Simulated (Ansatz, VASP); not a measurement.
**Co in VASP and in Ansatz**

Contents of INCAR:

```
ALGO = Normal ; EDIFF = 1E-6
ENCUT = 600 ; GGA = PS
GGA_COMPAT = False ; ISIF = 2
ISMEAR = -1 ; LASPH = True
LCHARG = False ; LREAL = False
LWAVE = False ; NBANDS = 16
NELM = 120 ; PREC = Accurate
SIGMA = 0.1
```

The input KPOINTS:

```
k-points
0
Gamma
  13 13 13
```

File POSCAR:

```
Co
1.0
    0.0000000000      2.5177577645      2.5177577645
    2.5177577645      0.0000000000      2.5177577645
    2.5177577645      2.5177577645      0.0000000000
Co
2
Direct
    0.1250000000      0.1250000000      0.1250000000
    0.8750000000      0.8750000000      0.8750000000
```

Input for Ansatz:

```yaml
crystal:
  lattice:
    - [0.0, 2.5177577645, 2.5177577645]
    - [2.5177577645, 0.0, 2.5177577645]
    - [2.5177577645, 2.5177577645, 0.0]
  atoms:
    - { symbol: Co, position: [0.125, 0.125, 0.125] }
    - { symbol: Co, position: [0.875, 0.875, 0.875] }
hamiltonian:
  xc: pbesol
  pseudopotentials:
    kind: paw
    azcp:
      Co: "pseudopotentials/Co.paw.azcp"
basis:
  ecutwfc: 420
  fft_grid_basis: typed
kpoints:
  mp_grid: { grid: [13, 13, 13], shift: [0, 0, 0] }
magnetization:
  spin_polarized: false
scf:
  occupations: { method: fermi_dirac, width: 0.1 }
  lower_state_search: "off"
output:
  stress: true
```

Alike in both runs: task single point; functional PBEsol; k mesh 13 × 13 × 13; occupations fermi-dirac, width 0.1 eV; no spin polarisation.

```csv
,VASP,Ansatz
version,VASP 6.6.1,Ansatz 0.2.0
potentials or method,"VASP PAW PBE potentials, release 64 (Co), cutoff 600 eV","plane waves (420 eV) with PAW, scalar-relativistic"
valence electrons in the cell,18,34
```

|  | VASP | Ansatz | Ansatz less VASP |
| --- | --- | --- | --- |
| pressure (GPa) | -13.7 | -13.1 | +0.57 |

VASP's potentials were made for PBE, not for PBEsol, and Ansatz warns of the same on its side. VASP's potentials hold 18 valence electrons a cell and Ansatz's 34, so a difference there can come from the potentials and not from the codes.
